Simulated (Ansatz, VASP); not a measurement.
**Two plane-wave programs on TaTiSi4**

```
Ti Ta Si
1.0
     3.59179    0.00000    0.00000
     0.00000    1.77906    6.89211
     0.00000   -1.77906    6.89211
Ti Ta Si
1 1 4
Direct
  0.50000 0.89558 0.89558
  0.00000 0.10735 0.10735
  0.50000 0.55386 0.55386
  0.00000 0.43610 0.43610
  0.50000 0.25324 0.25324
  0.00000 0.75388 0.75388
```

Alike in both runs: functional PBE; k mesh 10 × 12 × 12; occupations gaussian, width 0.1 eV; no spin polarisation.

Ansatz relaxed the structure, and its values are those at the end. VASP's run is a single point on that final structure, the one shown.

```csv
,VASP,Ansatz
version,VASP 6.6.1,Ansatz 0.2.0
potentials or method,"VASP PAW PBE potentials, release 64 (Ti_sv, Ta_pv, Si), cutoff 520 eV","scalar-relativistic, plane waves, PAW"
valence electrons in the cell,39,41
```

|  | VASP | Ansatz | Ansatz less VASP |
| --- | --- | --- | --- |
| gap on the k mesh at the Fermi level (eV) | none | none | - |
| pressure (GPa) | 0.0 | 0.0 | -0.02 |

A gap of «none» marks a metal or a gap that the smearing closes. The functional is the same, so the differences come from potentials, cutoffs and numerics. VASP's potentials hold 39 valence electrons a cell and Ansatz's 41, so a difference there can come from the potentials and not from the codes.

Neither program's run includes spin-orbit coupling.
